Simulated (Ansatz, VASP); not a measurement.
Two plane-wave programs on CO2

The input INCAR:

```
ALGO     = Normal         # electronic algorithm
EDIFF    = 1E-7           # SCF threshold, eV
EDIFFG   = -0.01          # ionic threshold
ENCUT    = 520            # plane-wave cutoff, eV
GGA      = PE             # functional
IBRION   = 2              # ionic algorithm
ISIF     = 2              # what is computed and relaxed
ISMEAR   = 0              # smearing method
IVDW     = 12             # dispersion correction
LASPH    = T              # aspherical terms in the spheres
LCHARG   = F              # write CHGCAR
LREAL    = F              # projectors in reciprocal space
LWAVE    = F              # write WAVECAR
NELM     = 100            # most SCF steps
NSW      = 50             # ionic steps
PREC     = Accurate       # precision mode
SIGMA    = 0.02           # smearing width, eV
```

File KPOINTS:

```
k-points
0
Gamma
  4 4 4
```

The input POSCAR:

```
CO2
1.0
    5.5965883088      0.0000000000      0.0000000000
    0.0000000000      5.5965883088      0.0000000000
    0.0000000000      0.0000000000      5.5965883088
C O
4 8
Direct
    0.0000000000      0.0000000000      0.0000000000
    0.5000000000      0.0000000000      0.5000000000
    0.5000000000      0.5000000000      0.0000000000
    0.0000000000      0.5000000000      0.5000000000
    0.1193028453      0.1193028453      0.1193028453
    0.3806971547      0.8806971547      0.6193028453
    0.6193028453      0.3806971547      0.8806971547
    0.8806971547      0.6193028453      0.3806971547
    0.8806971547      0.8806971547      0.8806971547
    0.6193028453      0.1193028453      0.3806971547
    0.3806971547      0.6193028453      0.1193028453
    0.1193028453      0.3806971547      0.6193028453
```

Input for Ansatz:

```yaml
crystal:
  lattice:
    - [5.5965883088, 0.0, 0.0]
    - [0.0, 5.5965883088, 0.0]
    - [0.0, 0.0, 5.5965883088]
  atoms:
    - { symbol: C, position: [0.0, 0.0, 0.0] }
    - { symbol: C, position: [0.5, 0.0, 0.5] }
    - { symbol: C, position: [0.5, 0.5, 0.0] }
    - { symbol: C, position: [0.0, 0.5, 0.5] }
    - { symbol: O, position: [0.1193028453, 0.1193028453, 0.1193028453] }
    - { symbol: O, position: [0.3806971547, 0.8806971547, 0.6193028453] }
    - { symbol: O, position: [0.6193028453, 0.3806971547, 0.8806971547] }
    - { symbol: O, position: [0.8806971547, 0.6193028453, 0.3806971547] }
    - { symbol: O, position: [0.8806971547, 0.8806971547, 0.8806971547] }
    - { symbol: O, position: [0.6193028453, 0.1193028453, 0.3806971547] }
    - { symbol: O, position: [0.3806971547, 0.6193028453, 0.1193028453] }
    - { symbol: O, position: [0.1193028453, 0.3806971547, 0.6193028453] }
basis:
  ecutwfc: 420
kpoints:
  mp_grid: { grid: [4, 4, 4] }
hamiltonian:
  xc: pbe
  dispersion: d3bj
scf:
  occupations: { method: gaussian, width: 0.02 }
output:
  forces: true
  stress: true
  eigenvalues: true
relax:
  adjacent_minimum: "off"
  f_tol: 0.01
  max_steps: 30
```

Alike in both runs: task relaxation of the atoms; functional PBE; dispersion D3(BJ); k mesh 4 × 4 × 4; occupations gaussian, width 0.02 eV; no spin polarisation.

```csv
,VASP,Ansatz
version,VASP 6.6.1,Ansatz 0.2.0
potentials or method,"VASP PAW PBE potentials, release 64 (C, O), cutoff 520 eV","scalar-relativistic, plane waves, PAW"
valence electrons in the cell,64,64
```

|  | VASP | Ansatz | Ansatz less VASP |
| --- | --- | --- | --- |
| gap on the k mesh at the Fermi level, each at its own relaxed structure (eV) | 6.72 | 6.80 | +0.077 |

Ansatz's warnings: stress scf threshold loose.

Noted on VASP's run: the standard files for N, O and F lose accuracy on very short bonds.
